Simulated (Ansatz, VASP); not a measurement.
# Al: VASP beside Ansatz

Contents of INCAR:

```
SYSTEM = Al
PREC = Accurate ; ENCUT = 520
EDIFF = 1E-6 ; ISMEAR = 0
SIGMA = 0.15 ; LREAL = .False.
LASPH = .True. ; NELM = 80
ALGO = Fast ; ISIF = 2
LWAVE = .False. ; LCHARG = .True.
GGA = PE ; IVDW = 12
LELF = .True. ; LVHAR = .True.
NBANDS = 14
```

File KPOINTS:

```
regular mesh
0
Gamma
  18 18 4
  0 0 0
```

The input POSCAR:

```
Al
1.0
    2.8538000000      0.0000000000      0.0000000000
   -1.4269000000      2.4714632973      0.0000000000
    0.0000000000      0.0000000000      8.0434000000
Al
4
Direct
    0.0000000000      0.0000000000      0.0000000000
    0.3333333333      0.6666666667      0.2500000000
    0.0000000000      0.0000000000      0.5000000000
    0.6666666667      0.3333333333      0.7500000000
```

Input for Ansatz:

```yaml
crystal:
  lattice:
    - [2.8538, 0.0, 0.0]
    - [-1.4269, 2.4714632973, 0.0]
    - [0.0, 0.0, 8.0434]
  atoms:
    - { symbol: Al, position: [0.0, 0.0, 0.0] }
    - { symbol: Al, position: [0.3333333333, 0.6666666667, 0.25] }
    - { symbol: Al, position: [0.0, 0.0, 0.5] }
    - { symbol: Al, position: [0.6666666667, 0.3333333333, 0.75] }
basis:
  ecutwfc: 420
kpoints:
  mp_grid: { grid: [18, 18, 4] }
hamiltonian:
  xc: pbe
  pseudopotentials: { kind: paw, azcp: { folder: soft_1 } }
  dispersion: d3bj
scf:
  occupations: { method: gaussian, width: 0.15 }
output:
  forces: true
  stress: true
  eigenvalues: true
```

Alike in both runs: task single point; functional PBE; dispersion D3(BJ); k mesh 18 × 18 × 4; occupations gaussian, width 0.15 eV; no spin polarisation.

|  | VASP | Ansatz |
| --- | --- | --- |
| version | VASP 6.6.1 | Ansatz 0.2.0 |
| potentials or method | VASP PAW PBE potentials, release 64 (Al), cutoff 520 eV | scalar-relativistic, plane waves, PAW |
| valence electrons in the cell | 12 | 12 |

Ansatz gave:

```
gap on the k mesh at the Fermi level (eV)                     : none
pressure (GPa)                                                : 15.3
traceless stress, the component that is largest in VASP (GPa) : 14.34
```

**Question.** Estimate VASP's values.

**Answer.** gap on the k mesh at the Fermi level (eV): none; pressure (GPa): 15.4; traceless stress, the component that is largest in VASP (GPa): 14.35.

A gap of «none» marks a metal or a gap that the smearing closes.
